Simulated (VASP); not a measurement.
**HfSi15 (a cell with a defect): single point with PBE**

Crystal: HfSi15 (a cell with a defect).

```
CELL_PARAMETERS angstrom
0.00000 5.47009 -5.47009
5.47009 5.47009 0.00000
5.47009 0.00000 -5.47009
ATOMIC_POSITIONS crystal
Hf 0.37500 0.37500 0.37500
Si 0.37307 0.87693 0.37307
Si 0.87693 0.37307 0.37307
Si 0.87693 0.87693 0.37307
Si 0.37307 0.37307 0.87693
Si 0.37307 0.87693 0.87693
Si 0.87693 0.37307 0.87693
Si 0.87500 0.87500 0.87500
Si 0.50856 0.50856 0.97431
Si 0.50020 0.99993 0.99993
Si 0.99993 0.50020 0.99993
Si 0.99993 0.99993 0.99993
Si 0.50856 0.50856 0.50856
Si 0.50856 0.97431 0.50856
Si 0.97431 0.50856 0.50856
Si 0.99993 0.99993 0.50020
```

* Program: VASP 6.6.1
* Task: single point
* Functional: PBE
* Potentials or basis: VASP PAW PBE potentials, release 64 (Hf_pv, Si)
* Cutoff: 520 eV
* k mesh: 2 × 2 × 2
* Occupations: gaussian, width 0.01 eV
* Spin: collinear spin
* Starting moments: [0.2, 0.0, 0.0, 0.0, 0.0, 0.0, 0.0, 0.0, 0.2, 0.0, 0.0, 0.0, 0.2, 0.2, 0.2, 0.0] μB

The largest force is 0.015 eV/Å, the net moment is 0.25 μB per cell and the valence electrons inside the program's atomic spheres are Hf 8.50; Si 1.70, 1.77, 1.69.

Forces in eV/Å, atoms in the order of the input:
```
Hf   0.000  0.000  0.000
Si   0.000  0.000 -0.004
Si   0.004  0.000  0.000
Si   0.000 -0.004  0.000
Si   0.000  0.004  0.000
Si  -0.004  0.000  0.000
Si   0.000  0.000  0.004
Si   0.000  0.000  0.000
Si  -0.009  0.009  0.009
Si   0.001 -0.001  0.001
Si  -0.001 -0.001 -0.001
Si   0.001  0.001 -0.001
Si   0.009  0.009 -0.009
Si  -0.009 -0.009 -0.009
Si   0.009 -0.009  0.009
Si  -0.001  0.001  0.001
```

Levels at points of the mesh, in eV from the Fermi level:
Spin up:
| k point | band 33 | band 34 | band 35 | band 36 | band 37 | band 38 |
| --- | --- | --- | --- | --- | --- | --- |
| (0.00, 0.00, 0.00) | -1.26 | -1.26 | -1.26 | -0.78 | -0.78 | -0.28 |
| (0.50, 0.00, 0.00) | -1.88 | -1.15 | -1.15 | 0.35 | 0.38 | 0.38 |
| (0.50, 0.50, 0.00) | -2.33 | -0.78 | -0.78 | 0.19 | 0.22 | 0.65 |
Spin down:
```tsv
k point	band 32	band 33	band 34	band 35	band 36	band 37	band 38	band 39
(0.00, 0.00, 0.00)	-1.78	-1.26	-1.26	-1.26	-0.77	-0.77	-0.27	0.04
(0.50, 0.00, 0.00)	-1.87	-1.87	-1.14	-1.14	0.37	0.40	0.40	0.52
(0.50, 0.50, 0.00)	-2.44	-2.32	-0.77	-0.77	0.20	0.25	0.66	0.94
```

Run time: 4.2 min on 1 thread of Intel Xeon 6975P-C, with other jobs on the host, peak memory 0.66 GiB.

Caveat: the k points lie up to 0.50 Å⁻¹ apart; the cell carries a net charge on a neutralising background, which shifts energy and pressure; the cell is charged against a uniform background, so pressure and absolute levels hang on convention; spin-orbit coupling is left out, which moves the levels of the heavy elements.
